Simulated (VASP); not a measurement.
# MgO (rocksalt type) (Fm-3m) in VASP: further runs, part 2 of 2

VASP 6.6.1. Earlier steps stand in the parts before.

**3. Single point, PBE**

INCAR

```
SYSTEM = MgO
PREC     = Accurate       ! precision mode
ENCUT    = 520            ! plane-wave cutoff, eV
EDIFF    = 1E-7           ! SCF threshold, eV
ISMEAR   = -1             ! smearing method
SIGMA    = 0.1            ! smearing width, eV
LREAL    = .FALSE.        ! projectors in reciprocal space
LASPH    = .TRUE.         ! aspherical terms in the spheres
NELM     = 100            ! most SCF steps
ALGO     = Normal         ! electronic algorithm
ISIF     = 2              ! what is computed and relaxed
LWAVE    = .FALSE.        ! write WAVECAR
LCHARG   = .TRUE.         ! write CHGCAR
GGA      = PE             ! functional
LELF     = .TRUE.         ! ELF
LVHAR    = .TRUE.       
NBANDS   = 11             ! bands
```

KPOINTS

```
regular mesh
0
G
  17 17 17
  0 0 0
```

POSCAR

```
MgO
1.0
    0.0000000000      1.8892856860      1.8892856860
    1.8892856860      0.0000000000      1.8892856860
    1.8892856860      1.8892856860      0.0000000000
Mg O
1 1
Direct
    0.0000000000      0.0000000000      0.0000000000
    0.5000000000      0.5000000000      0.5000000000
```

Potentials or basis: VASP PAW PBE potentials, release 64 (Mg, O).

The run is started by

```bash
cat potpaw_PBE.64/Mg/POTCAR potpaw_PBE.64/O/POTCAR > POTCAR
mpirun -np 1 vasp_std > vasp.out
```

OUTCAR:

```text
SYSTEM = MgO
   PREC = Accurate
   ENCUT = 520
   EDIFF = 1E-7
   ISMEAR = -1
   LREAL = .FALSE.
   LASPH = .TRUE.
   NELM = 100
   ISIF = 2
   GGA = PE

 ion  position               nearest neighbor table
   1  0.000  0.000  0.000-   2 1.89   2 1.89   2 1.89   2 1.89   2 1.89   2 1.89
   2  0.500  0.500  0.500-   1 1.89   1 1.89   1 1.89   1 1.89   1 1.89   1 1.89

  LATTYP: Found a face centered cubic cell.
 ALAT       =     3.7785713720

  Lattice vectors:

 A1 = (   0.0000000000,   1.8892856860,   1.8892856860)
 A2 = (   1.8892856860,   0.0000000000,   1.8892856860)
 A3 = (   1.8892856860,   1.8892856860,   0.0000000000)

Analysis of symmetry for initial positions (statically):
=====================================================================
 Subroutine PRICEL returns:
 Original cell was already a primitive cell.

 Routine SETGRP: Setting up the symmetry group for a
 face centered cubic supercell.

 Subroutine GETGRP returns: Found 48 space group operations
 (whereof 48 operations were pure point group operations)
 out of a pool of 48 trial point group operations.

The static configuration has the point symmetry O_h .

Analysis of symmetry for dynamics (positions and initial velocities):
=====================================================================
 Subroutine PRICEL returns:
 Original cell was already a primitive cell.

 Routine SETGRP: Setting up the symmetry group for a
 face centered cubic supercell.

 Subroutine GETGRP returns: Found 48 space group operations
 (whereof 48 operations were pure point group operations)
 out of a pool of 48 trial point group operations.

The dynamic configuration has the point symmetry O_h .

 Subroutine INISYM returns: Found 48 space group operations
 (whereof 48 operations are pure point group operations),
 and found     1 'primitive' translations

----------------------------------------------------------------------------------------
[... 118 lines left out ...]
   GGA     = PE    functional components
   LHFCALC =     F    Hartree Fock is set to
   AEXX    =    0.0000 exact exchange contribution
   IVDW    =     0    specifies the selected vdW correction
   LEPSILON=     F    determine dielectric tensor
   LRPA    =     F    only Hartree local field effects (RPA)
 non-spin polarized calculation
  energy-cutoff  :      520.00
  volume of cell :       13.49
 maximum number of plane-waves:       374
   NGX =  9   NGY =  9   NGZ =  9

 number of electron       8.0000008 magnetization

 Free energy of the ion-electron system (eV)
  ---------------------------------------------------
  ext. energy  EPLUGINS =         0.00000000
  ---------------------------------------------------
  free energy    TOTEN  =       -10.45908140 eV

  energy without entropy =      -10.45908140  energy(sigma->0) =      -10.45908140

 E-fermi :   8.1804     XC(G=0): -12.7299

 val. band max:        6.1227193345   @ k =   0.0000   0.0000   0.0000
 cond. band min:      14.7322710355   @ k =   0.0000   0.0000   0.0000
 fundamental gap:      8.6095517011
 Fermi energy:         8.1804293913

 k-point     1 :       0.0000    0.0000    0.0000
  band No.  band energies     occupation
      1     -13.1608      2.00000
      2       6.1227      2.00000
      3       6.1227      2.00000
      4       6.1227      2.00000
      5      14.7323      0.00000
      6      23.7015      0.00000
      7      23.7015      0.00000
      8      23.7015      0.00000
      9      28.5782      0.00000
     10      30.7903      0.00000
     11      30.7903      0.00000
[... 309 lines left out ...]
 k-point    24 :      -0.1176    0.0588    0.0000
  band No.  band energies     occupation
      1     -12.7823      2.00000
      2       4.7075      2.00000
      3       5.7595      2.00000
      4       5.9125      2.00000
      5      15.8771      0.00000
      6      21.4233      0.00000
      7      24.3981      0.00000
      8      24.6529      0.00000
      9      29.7428      0.00000
     10      30.6306      0.00000
     11      32.6025      0.00000

 [... further k-points ...]

------------------------ aborting loop because EDIFF is reached ----------------------------------------

  FORCE on cell =-STRESS in cart. coord.  units (eV):
  Direction    XX          YY          ZZ          XY          YZ          ZX
  --------------------------------------------------------------------------------------
  -------------------------------------------------------------------------------------
  Total        9.3252230      9.3252230      9.3252230      0.0000000      0.0000000      0.0000000
  in kB     1107.7631452   1107.7631452   1107.7631452      0.0000000      0.0000000      0.0000000
  external PRESSURE =    1107.7631452 kB  Pullay stress =       0.0000000 kB

 VOLUME and BASIS-vectors are now :
 -----------------------------------------------------------------------------
  energy-cutoff  :      520.00
  volume of cell :       13.49
      direct lattice vectors                 reciprocal lattice vectors
     0.000000000  1.889285686  1.889285686    -0.264650288  0.264650288  0.264650288
     1.889285686  0.000000000  1.889285686     0.264650288 -0.264650288  0.264650288
     1.889285686  1.889285686  0.000000000     0.264650288  0.264650288 -0.264650288

 POSITION                                       TOTAL-FORCE (eV/Angst)
 -----------------------------------------------------------------------------------
      0.00000      0.00000      0.00000        -0.000000     -0.000000      0.000000
      1.88929      1.88929      1.88929         0.000000      0.000000     -0.000000
 -----------------------------------------------------------------------------------
    total drift:                                0.000000      0.000000      0.000000

  FREE ENERGIE OF THE ION-ELECTRON SYSTEM (eV)
  ---------------------------------------------------
  free  energy   TOTEN  =       -10.4590813979 eV

  energy  without entropy=      -10.4590813979  energy(sigma->0) =      -10.45908140
```

It took 40 s on 1 thread of AMD EPYC 7R13, shared host; peak memory 0.11 GiB.

Results:

| Quantity | Value |
| --- | --- |
| Free energy | -10.4591 eV |
| Pressure | 110.8 GPa |
| Band gap on the k mesh | 8.61 eV, direct |

**4. Single point, PBE**

INCAR

```
SYSTEM = MgO
ALGO = Normal
EDIFF = 1E-6
ENCUT = 520
GGA = PE
ISIF = 2
ISMEAR = -1
LASPH = .True.
LCHARG = .False.
LREAL = .False.
LWAVE = .False.
NBANDS = 11
NELM = 80
PREC = Accurate
SIGMA = 0.1
```

KPOINTS

```
k-points
0
Gamma
  17 17 17
  0 0 0
```

POSCAR

```
MgO
1.0
    0.0000000000      1.8890767313      1.8890767313
    1.8890767313      0.0000000000      1.8890767313
    1.8890767313      1.8890767313      0.0000000000
Mg O
1 1
Direct
    0.0000000000      0.0000000000      0.0000000000
    0.5000000000      0.5000000000      0.5000000000
```

The run is started by

```bash
cat potpaw_PBE.64/Mg/POTCAR potpaw_PBE.64/O/POTCAR > POTCAR
mpirun -np 1 vasp_std > vasp.out
```

Run time: 30 s. Hardware: 1 thread of AMD EPYC 7R13, shared host; peak memory 0.11 GiB.

It converged, with:

```yaml
Free_energy: -10.4560 eV
Pressure: 111.0 GPa
Band_gap_on_the_k_mesh: 8.61 eV, direct
```

Levels at points of the mesh, in eV from the valence-band top:
```tsv
k point	band 1	band 2	band 3	band 4	band 5	band 6	band 7	band 8	band 9
(0.00, 0.00, 0.00)	-19.29	0.00	0.00	0.00	8.61	17.58	17.58	17.58	22.46
```

A k mesh can miss the band edges. As with any semilocal functional, this PBE gap is likely too small.

**5. Single point, PBE**

This run uses another cell than the first one, of 9.62 Å³/atom, 1.429 times its volume.

INCAR

```
SYSTEM = MgO
ALGO     = Normal         ! electronic algorithm
EDIFF    = 1E-7           ! SCF threshold, eV
ENCUT    = 520            ! plane-wave cutoff, eV
GGA      = PE             ! functional
ISIF     = 2              ! what is computed and relaxed
ISMEAR   = -1             ! smearing method
LASPH    = .TRUE.         ! aspherical terms in the spheres
LCHARG   = .FALSE.        ! write CHGCAR
LREAL    = .FALSE.        ! projectors in reciprocal space
LWAVE    = .FALSE.        ! write WAVECAR
NBANDS   = 11             ! bands
NELM     = 60             ! most SCF steps
PREC     = Accurate       ! precision mode
SIGMA    = 0.1            ! smearing width, eV
```

KPOINTS

```
k-points
0
G
  16 16 16
  0 0 0
```

POSCAR

```
MgO
1.0
    0.0000000000      2.1269431801      2.1269431801
    2.1269431801      0.0000000000      2.1269431801
    2.1269431801      2.1269431801      0.0000000000
Mg O
1 1
Direct
    0.0000000000      0.0000000000      0.0000000000
    0.5000000000      0.5000000000      0.5000000000
```

The run is started by

```bash
cat potpaw_PBE.64/Mg/POTCAR potpaw_PBE.64/O/POTCAR > POTCAR
mpirun -np 1 vasp_std > vasp.out
```

It took 46 s on 1 thread of AMD EPYC 7R13, shared host; peak memory 0.13 GiB.

Results (log left out):

```
Free energy            : -11.9117 eV
Pressure               : -0.7 GPa
Band gap on the k mesh : 4.44 eV, direct
```

Levels at points of the mesh, in eV from the valence-band top:
| k point | band 1 | band 2 | band 3 | band 4 | band 5 | band 6 | band 7 | band 8 | band 9 |
| --- | --- | --- | --- | --- | --- | --- | --- | --- | --- |
| (0.00, 0.00, 0.00) | -17.11 | 0.00 | 0.00 | 0.00 | 4.44 | 15.63 | 15.63 | 15.63 | 19.47 |
| (0.50, 0.00, 0.00) | -15.90 | -4.49 | -0.62 | -0.62 | 7.71 | 12.27 | 16.01 | 16.01 | 20.45 |
| (0.50, 0.50, 0.00) | -15.66 | -3.96 | -1.31 | -1.31 | 9.08 | 9.65 | 12.79 | 18.52 | 18.52 |

A k mesh can miss the band edges. Expect the measured gap to be larger: semilocal functionals such as PBE lack the derivative discontinuity.

**6. Overview**

| cell | k mesh | gap on the mesh (eV) | pressure (GPa) |
| --- | --- | --- | --- |
| a = 2.671 Å, angles 60.0°, 2 atoms | 17 × 17 × 17 | 8.63 | 111.4 |
| a = 2.672 Å, angles 60.0°, 2 atoms | 17 × 17 × 17 | 8.61 | 111.0 |
| a = 3.008 Å, angles 60.0°, 2 atoms | 16 × 16 × 16 | 4.44 | -0.7 |

Alike in all rows: task single point; level PBE; potentials or basis VASP PAW PBE potentials, release 64 (Mg, O); no spin polarisation; cutoff (eV) 520; smearing fermi-dirac 0.1 eV.

Total energies depend on the potentials used, so only differences within one code and one set of settings carry meaning.
